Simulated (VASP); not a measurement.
# Ga2O3 (R-3c) in VASP: single point with HSE06

Aim: the single point of Ga2O3 with HSE06.

Program: VASP 6.6.1. These are calculated values, not measurements. Logs are shortened: lines on timing, memory, paths and dates and some standing lists are left out, and cuts for length are marked.

## Step 1: The cell of the first run

It takes space group R-3c (No. 167, trigonal). The conventional cell has a = 5.000 Å, b = 5.000 Å, c = 13.448 Å, α = 90.00°, β = 90.00°, γ = 120.00°. Ga (site symmetry 3) has 6 O at 1.93 to 2.08 Å within 2.6 Å. Within 2.9 Å of O (site symmetry 2) lie 4 Ga at 1.93 to 2.08 Å and 8 O at 2.62 to 2.84 Å.

## Step 2: Single point, HSE06

POSCAR

```
Ga2O3
1.0
    2.5002355724      1.4435116808      4.4825771591
   -2.5002355724      1.4435116808      4.4825771591
    0.0000000000     -2.8870233615      4.4825771591
Ga O
4 6
Direct
    0.8557125817      0.8557125817      0.8557125817
    0.6442874183      0.6442874183      0.6442874183
    0.1442874183      0.1442874183      0.1442874183
    0.3557125817      0.3557125817      0.3557125817
    0.7500000000      0.4471967803      0.0528032197
    0.4471967803      0.0528032197      0.7500000000
    0.0528032197      0.7500000000      0.4471967803
    0.2500000000      0.5528032197      0.9471967803
    0.9471967803      0.2500000000      0.5528032197
    0.5528032197      0.9471967803      0.2500000000
```

INCAR.step1

```
SYSTEM = Ga2O3
  PREC = Accurate
  ENCUT = 520
  EDIFF = 1E-5
  ISMEAR = 0
  SIGMA = 0.01
  LREAL = .FALSE.
  LASPH = .TRUE.
  NELM = 80
  ALGO = Normal
  ISIF = 2
  LWAVE = .TRUE.
  LCHARG = .FALSE.
  NBANDS = 55
  GGA = PE
  KPAR = 2
```

INCAR.step2

```
SYSTEM = Ga2O3
  PREC = Accurate
  ENCUT = 520
  EDIFF = 1E-6
  ISMEAR = 0
  SIGMA = 0.01
  LREAL = .FALSE.
  LASPH = .TRUE.
  NELM = 80
  ALGO = Normal
  ISIF = 2
  LWAVE = .FALSE.
  LCHARG = .FALSE.
  GGA = PE
  LHFCALC = .TRUE.
  HFSCREEN = 0.2079
  PRECFOCK = Fast
  NBANDS = 55
  ISTART = 1
  KPAR = 2
```

KPOINTS

```
Automatic mesh
0
G
  3 3 3
  0 0 0
```

Potentials or basis: VASP PAW PBE potentials, release 64 (Ga_d, O).

Command:

```sh
> cat potpaw_PBE.64/Ga_d/POTCAR potpaw_PBE.64/O/POTCAR > POTCAR
> cp INCAR.step1 INCAR
> mpirun -np 2 vasp_std > vasp.out
> cp INCAR.step2 INCAR
> mpirun -np 2 vasp_std > vasp.out
```

OUTCAR:

```text
SYSTEM = Ga2O3
   PREC = Accurate
   ENCUT = 520
   EDIFF = 1E-6
   ISMEAR = 0
   LREAL = .FALSE.
   LASPH = .TRUE.
   NELM = 80
   ISIF = 2
   GGA = PE
   LHFCALC = .TRUE.
   HFSCREEN = 0.2079
   PRECFOCK = Fast
   ISTART = 1

 ion  position               nearest neighbor table
   1  0.856  0.856  0.856-  10 1.93   8 1.93   9 1.93   7 2.08   6 2.08   5 2.08   2 2.84
   2  0.644  0.644  0.644-  10 1.93   9 1.93   8 1.93   5 2.08   6 2.08   7 2.08   1 2.84
   3  0.144  0.144  0.144-   6 1.93   5 1.93   7 1.93   9 2.08  10 2.08   8 2.08   4 2.84
   4  0.356  0.356  0.356-   6 1.93   7 1.93   5 1.93   8 2.08  10 2.08   9 2.08   3 2.84
   5  0.750  0.447  0.053-   3 1.93   4 1.93   2 2.08   1 2.08
   6  0.447  0.053  0.750-   3 1.93   4 1.93   1 2.08   2 2.08
   7  0.053  0.750  0.447-   4 1.93   3 1.93   1 2.08   2 2.08
   8  0.250  0.553  0.947-   1 1.93   2 1.93   4 2.08   3 2.08
   9  0.947  0.250  0.553-   2 1.93   1 1.93   3 2.08   4 2.08
  10  0.553  0.947  0.250-   1 1.93   2 1.93   3 2.08   4 2.08

  LATTYP: Found a trigonal (rhomboedric) cell.
 ALAT       =     5.3318291306
 COS(alpha) =     0.5602160160

  Lattice vectors:

 A1 = (   2.5002355724,   1.4435116808,   4.4825771591)
 A2 = (  -2.5002355724,   1.4435116808,   4.4825771591)
 A3 = (   0.0000000000,  -2.8870233615,   4.4825771591)

Analysis of symmetry for initial positions (statically):
=====================================================================
 Subroutine PRICEL returns:
 Original cell was already a primitive cell.

 Routine SETGRP: Setting up the symmetry group for a
 trigonal (rhombohedral) supercell.

 Subroutine GETGRP returns: Found 12 space group operations
 (whereof  6 operations were pure point group operations)
 out of a pool of 12 trial point group operations.

The static configuration has the point symmetry S_6 .
 The point group associated with its full space group is D_3d.

Analysis of symmetry for dynamics (positions and initial velocities):
=====================================================================
 Subroutine PRICEL returns:
 Original cell was already a primitive cell.

 Routine SETGRP: Setting up the symmetry group for a
 trigonal (rhombohedral) supercell.

 Subroutine GETGRP returns: Found 12 space group operations
 (whereof  6 operations were pure point group operations)
 out of a pool of 12 trial point group operations.

The dynamic configuration has the point symmetry S_6 .
 The point group associated with its full space group is D_3d.

 Subroutine INISYM returns: Found 12 space group operations
 (whereof  6 operations are pure point group operations),
 and found     1 'primitive' translations

----------------------------------------------------------------------------------------

                                     Primitive cell

  volume of cell :      97.0689

  direct lattice vectors                    reciprocal lattice vectors
     2.500235572  1.443511681  4.482577159     0.199981156  0.115459174  0.074361985
    -2.500235572  1.443511681  4.482577159    -0.199981156  0.115459174  0.074361985
     0.000000000 -2.887023361  4.482577159     0.000000000 -0.230918348  0.074361985

  length of vectors
     5.331829131  5.331829131  5.331829131     0.242596349  0.242596349  0.242596349

  position of ions in fractional coordinates (direct lattice)
     0.855712582  0.855712582  0.855712582
     0.644287418  0.644287418  0.644287418
     0.144287418  0.144287418  0.144287418
     0.355712582  0.355712582  0.355712582
     0.750000000  0.447196780  0.052803220
     0.447196780  0.052803220  0.750000000
     0.052803220  0.750000000  0.447196780
     0.250000000  0.552803220  0.947196780
     0.947196780  0.250000000  0.552803220
     0.552803220  0.947196780  0.250000000

  ion indices of the primitive-cell ions
   primitive index   ion index
                 1           1
                 2           2
                 3           3
                 4           4
                 5           5
                 6           6
                 7           7
                 8           8
                 9           9
                10          10

----------------------------------------------------------------------------------------

 KPOINTS: Automatic mesh

Automatic generation of k-mesh.
 Grid dimensions read from file:
 generate k-points for:    3    3    3

 Generating k-lattice:

  Cartesian coordinates                     Fractional coordinates (reciprocal lattice)
     0.066660385  0.038486391  0.024787328     0.333333333  0.000000000  0.000000000
    -0.066660385  0.038486391  0.024787328     0.000000000  0.333333333  0.000000000
     0.000000000 -0.076972783  0.024787328     0.000000000  0.000000000  0.333333333

  Length of vectors
     0.080865450  0.080865450  0.080865450

  Shift w.r.t. Gamma in fractional coordinates (k-lattice)
     0.000000000  0.000000000  0.000000000

 Subroutine IBZKPT returns following result:
 ===========================================

 Found      6 irreducible k-points:

 Following reciprocal coordinates:
            Coordinates               Weight
  0.000000  0.000000  0.000000      1.000000
  0.333333  0.000000  0.000000      6.000000
  0.333333  0.333333  0.000000      6.000000
 -0.333333  0.333333  0.000000      6.000000
  0.333333  0.333333  0.333333      2.000000
 -0.333333  0.333333  0.333333      6.000000
   k-points           NKPTS =      6   k-points in BZ     NKDIM =     27   number of bands    NBANDS=     55
   number of dos      NEDOS =    301   number of ions     NIONS =     10
   total plane-waves  NPLWV =  64000
   dimension x,y,z NGX =    40 NGY =   40 NGZ =   40
   dimension x,y,z NGXF=    80 NGYF=   80 NGZF=   80
   ions per type =               4   6
   NGX,Y,Z   is equivalent  to a cutoff of  12.47, 12.47, 12.47 a.u.
   NGXF,Y,Z  is equivalent  to a cutoff of  24.94, 24.94, 24.94 a.u.
 SYSTEM =  Ga2O3
   PREC   = accura    normal or accurate (medium, high low for compatibility)
   ISTART =      1    job   : 0-new  1-cont  2-samecut
   ICHARG =      0    charge: 1-file 2-atom 10-const
   ISPIN  =      1    spin polarized calculation?
   LNONCOLLINEAR =      F non collinear calculations
   LSORBIT =      F    spin-orbit coupling
   LASPH  =      T    aspherical Exc in radial PAW
   ENCUT  =  520.0 eV  38.22 Ry    6.18 a.u.   9.91  9.91  9.91*2*pi/ulx,y,z
   NELM   =     80;   NELMIN=  2; NELMDL=  0     # of ELM steps
   EDIFF  = 0.1E-05   stopping-criterion for ELM
   LREAL  =      F    real-space projection
   EDIFFG = 0.1E-04   stopping-criterion for IOM
   NSW    =      0    number of steps for IOM
   IBRION =     -1    ionic relax: 0-MD 1-quasi-New 2-CG
   NFREE  =      0    steps in history (QN), initial steepest desc. (CG)
   ISIF   =      2    stress and relaxation
   ISYM   =      3    0-nonsym 1-usesym 2-fastsym
   POTIM  = 0.5000    time-step for ionic-motion
   TEBEG  =    0.0;   TEEND  =   0.0 temperature during run
   PSTRESS=    0.0 pullay stress
   NELECT =      88.0000    total number of electrons
   NUPDOWN=      -1.0000    fix difference up-down
   EMIN   =  10.00;   EMAX   =-10.00  energy-range for DOS
   EFERMI =   0.00;   METHOD = LEGACY
   ISMEAR =     0;   SIGMA  =   0.01  broadening in eV -4-tet -1-fermi 0-gaus
   EFERMI_NEDOS =   21; number of points for ismear=-14 and -15
   IALGO  =     38    algorithm
   IMIX   =      1    mixing-type and parameters
     AMIX     =   0.40;   BMIX     =  1.00
     AMIX_MAG =   1.60;   BMIX_MAG =  1.00
  volume/ion in A,a.u.               =       9.71        65.51
  Fermi-wavevector in a.u.,A,eV,Ry     =   1.584439  2.994156 34.156722  2.510448
  Thomas-Fermi vector in A             =   2.684057
   LORBIT       =      0    0 simple, 1 ext, 2 COOP (PROOUT), +10 PAW based schemes
   GGA     = PE    functional components
   LHFCALC =     T    Hartree Fock is set to
   PRECFOCK=fast      Normal, Fast or Accurate (Low or Medium for compatibility)
   ENCUT4O =  -1.0   cutoff for four orbital integrals eV
   NKREDX  =     1    reduce k-point grid by
   NKREDY  =     1    reduce k-point grid by
   NKREDZ  =     1    reduce k-point grid by
   AEXX    =    0.2500 exact exchange contribution
   HFSCREEN=    0.2079 screening length (either q_TF or 0.3 A-1)
   HFSCREENC=   0.2079 screening length for correlation (either q_TF or 0.3 A-1)
   ENCUTFOCK=  -1.0 apply spherical cutoff to Coloumb kernel
   IVDW    =     0    specifies the selected vdW correction
   LEPSILON=     F    determine dielectric tensor
   LRPA    =     F    only Hartree local field effects (RPA)
 non-spin polarized calculation
 Gauss-broadening in eV      SIGMA  =   0.01
  energy-cutoff  :      520.00
  volume of cell :       97.07
 maximum number of plane-waves:      2642
  NGX = 24; NGY = 24; NGZ = 24

 number of electron      87.9999976 magnetization

 Free energy of the ion-electron system (eV)
  ---------------------------------------------------
  ext. energy  EPLUGINS =         0.00000000
  ---------------------------------------------------
  free energy    TOTEN  =       -74.83278740 eV

  energy without entropy =      -74.83278740  energy(sigma->0) =      -74.83278740

 E-fermi :   3.2860     XC(G=0):  -9.9232

 val. band max:        3.1922564709   @ k =   0.3333   0.0000   0.0000
 cond. band min:       7.7973077179   @ k =   0.0000   0.0000   0.0000
 fundamental gap:      4.6050512470
 Fermi energy:         3.2860489404

 k-point     1 :       0.0000    0.0000    0.0000
  band No.  band energies     occupation
      1     -17.2946      2.00000
      2     -15.3137      2.00000
      3     -15.3137      2.00000
      4     -15.2166      2.00000
      5     -15.2166      2.00000
      6     -15.2143      2.00000
[... 47 lines left out ...]
     54      16.3959      0.00000
     55      17.8728      0.00000

 k-point     2 :       0.3333    0.0000    0.0000
  band No.  band energies     occupation
      1     -16.8019      2.00000
      2     -15.7726      2.00000
      3     -15.3416      2.00000
      4     -15.3157      2.00000
      5     -15.2634      2.00000
      6     -15.2186      2.00000
[... 47 lines left out ...]
     54      17.4501      0.00000
     55      17.8634      0.00000

 k-point     3 :       0.3333    0.3333    0.0000
  band No.  band energies     occupation
      1     -16.7070      2.00000
      2     -15.5875      2.00000
      3     -15.4512      2.00000
      4     -15.4299      2.00000
      5     -15.2839      2.00000
      6     -15.2637      2.00000
[... 47 lines left out ...]
     54      17.0510      0.00000
     55      17.4654      0.00000

 k-point     4 :      -0.3333    0.3333    0.0000
  band No.  band energies     occupation
      1     -16.1672      2.00000
      2     -16.1217      2.00000
      3     -15.5499      2.00000
      4     -15.4214      2.00000
      5     -15.2948      2.00000
      6     -15.2169      2.00000
[... 47 lines left out ...]
     54      17.5272      0.00000
     55      17.6864      0.00000

 k-point     5 :       0.3333    0.3333    0.3333
  band No.  band energies     occupation
      1     -16.8578      2.00000
      2     -15.8353      2.00000
      3     -15.2917      2.00000
      4     -15.2917      2.00000
      5     -15.2433      2.00000
      6     -15.2433      2.00000
[... 47 lines left out ...]
     54      17.0086      0.00000
     55      18.3172      0.00000

 k-point     6 :      -0.3333    0.3333    0.3333
  band No.  band energies     occupation
      1     -16.2438      2.00000
      2     -16.1299      2.00000
      3     -15.5287      2.00000
      4     -15.3693      2.00000
      5     -15.2933      2.00000
      6     -15.2294      2.00000
[... 47 lines left out ...]
     54      17.2534      0.00000
     55      18.0043      0.00000

------------------------ aborting loop because EDIFF is reached ----------------------------------------

  FORCE on cell =-STRESS in cart. coord.  units (eV):
  Direction    XX          YY          ZZ          XY          YZ          ZX
  --------------------------------------------------------------------------------------
  -------------------------------------------------------------------------------------
  Total       -0.7434505     -0.7434505     -0.1753660      0.0000000     -0.0000000      0.0000000
  in kB      -12.2710687    -12.2710687     -2.8945150      0.0000000     -0.0000000      0.0000000
  external PRESSURE =      -9.1455508 kB  Pullay stress =       0.0000000 kB

 VOLUME and BASIS-vectors are now :
 -----------------------------------------------------------------------------
  energy-cutoff  :      520.00
  volume of cell :       97.07
      direct lattice vectors                 reciprocal lattice vectors
     2.500235572  1.443511681  4.482577159     0.199981156  0.115459174  0.074361985
    -2.500235572  1.443511681  4.482577159    -0.199981156  0.115459174  0.074361985
     0.000000000 -2.887023361  4.482577159     0.000000000 -0.230918348  0.074361985

 POSITION                                       TOTAL-FORCE (eV/Angst)
 -----------------------------------------------------------------------------------
      0.00000      0.00000     11.50739        -0.000000      0.000000      0.014341
      0.00000      0.00000      8.66420        -0.000000     -0.000000     -0.014341
      0.00000      0.00000      1.94034        -0.000000     -0.000000     -0.014341
      0.00000      0.00000      4.78353        -0.000000      0.000000      0.014341
      0.75708      1.57572      5.60322         0.042388     -0.073417     -0.000000
      0.98608     -1.44351      5.60322        -0.084775      0.000000     -0.000000
     -1.74316     -0.13221      5.60322         0.042388      0.073417     -0.000000
     -0.75708     -1.57572      7.84451        -0.042388      0.073417     -0.000000
      1.74316      0.13221      7.84451        -0.042388     -0.073417     -0.000000
     -0.98608      1.44351      7.84451         0.084775     -0.000000     -0.000000
 -----------------------------------------------------------------------------------
    total drift:                               -0.000001      0.000001      0.000002

  FREE ENERGIE OF THE ION-ELECTRON SYSTEM (eV)
  ---------------------------------------------------
  free  energy   TOTEN  =       -74.8327873980 eV

  energy  without entropy=      -74.8327873980  energy(sigma->0) =      -74.83278740
```

Run time: 40 min. Hardware: 2 MPI ranks of Intel Xeon Platinum 8259CL at 2.50GHz (Skylake/Cascade Lake), shared host; peak memory 0.37 GiB.

Results:

* Free energy: -74.8328 eV
* Pressure: -0.9 GPa
* Largest force: 0.085 eV/Å
* Band gap on the k mesh: 4.61 eV (least direct gap 4.78 eV)

Forces on the atoms (eV/Å):
```
Ga   0.000  0.000  0.014
Ga   0.000  0.000 -0.014
Ga   0.000  0.000 -0.014
Ga   0.000  0.000  0.014
O    0.042 -0.073  0.000
O   -0.085  0.000  0.000
O    0.042  0.073  0.000
O   -0.042  0.073  0.000
O   -0.042 -0.073  0.000
O    0.085  0.000  0.000
```

Stress tensor (GPa, compression positive):
```
-1.23  0.00  0.00
 0.00 -1.23  0.00
 0.00  0.00 -0.29
```

Levels at points of the mesh, in eV from the valence-band top:
```tsv
k point	band 40	band 41	band 42	band 43	band 44	band 45	band 46	band 47	band 48	band 49
(0.00, 0.00, 0.00)	-0.25	-0.25	-0.22	-0.18	-0.18	4.61	8.75	8.75	11.09	12.22
```

Caveat: the k points lie up to 0.51 Å⁻¹ apart; the PAW data sets were made with another functional, which shifts forces and pressure a little. A k mesh can miss the band edges.
